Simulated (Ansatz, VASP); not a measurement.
# Two plane-wave programs on CoO

File INCAR:

```
SYSTEM = CoO
ALGO = Normal ; EDIFF = 1E-7
ENCUT = 520 ; GGA = PE
ISIF = 2 ; ISMEAR = 0
ISPIN = 2 ; LASPH = .True.
LCHARG = .True. ; LDAU = .True.
LDAUJ = 0 0 ; LDAUL = 2 -1
LDAUPRINT = 1 ; LDAUTYPE = 2
LDAUU = 3.32 0 ; LELF = .True.
LMAXMIX = 4 ; LORBIT = 11
LREAL = .False. ; LVHAR = .True.
LWAVE = .False. ; MAGMOM = 2.79 0.28
NBANDS = 18 ; NELM = 150
PREC = Accurate ; SIGMA = 0.1
```

Contents of KPOINTS:

```
k-points
0
Gamma
  16 16 16
  0 0 0
```

POSCAR

```
CoO
1.0
    0.0000000000      2.1566430802      2.1566430802
    2.1566430802      0.0000000000      2.1566430802
    2.1566430802      2.1566430802      0.0000000000
Co O
1 1
Direct
    0.0000000000      0.0000000000      0.0000000000
    0.5000000000      0.5000000000      0.5000000000
```

Input for Ansatz:

```yaml
crystal:
  lattice:
    - [0.0, 2.1566430802, 2.1566430802]
    - [2.1566430802, 0.0, 2.1566430802]
    - [2.1566430802, 2.1566430802, 0.0]
  atoms:
    - { symbol: Co, position: [0.0, 0.0, 0.0], spin: 2.79 }
    - { symbol: O, position: [0.5, 0.5, 0.5], spin: 0.28 }
basis:
  ecutwfc: 420
kpoints:
  mp_grid: { grid: [16, 16, 16] }
hamiltonian:
  xc: pbe
  hubbard: { sites: [{ species: Co, l: d, u_eff: 3.32 }] }
scf:
  occupations: { method: gaussian, width: 0.1 }
output:
  forces: true
  stress: true
  eigenvalues: true
  populations: true
magnetization:
  spin_polarized: true
```

Alike in both runs: task single point; functional PBE; k mesh 16 × 16 × 16; occupations gaussian, width 0.1 eV; collinear spin; Hubbard terms Co d U = 3.32 eV.

```csv
,VASP,Ansatz
version,VASP 6.6.1,Ansatz 0.2.0
potentials or method,"VASP PAW PBE potentials, release 64 (Co, O), cutoff 520 eV","scalar-relativistic, plane waves, PAW"
valence electrons in the cell,15,23
```

|  | VASP | Ansatz | Ansatz less VASP |
| --- | --- | --- | --- |
| pressure (GPa) | -7.6 | 1.5 | +9.16 |
| net moment per atom (μB) | 1.50 | 1.50 | 0.000 |
| size of the moment on the site where the two differ most (μB) | 2.73 | 2.61 | -0.119 |

Site moments also hang on the region over which each program counts them. The programs project onto different local orbitals, so the same U acts differently, and such runs can settle in different states. VASP's potentials hold 15 valence electrons a cell and Ansatz's 23, so a difference there can come from the potentials and not from the codes. Ansatz's warnings: look outside group, minimisation memory short, reached outside group.
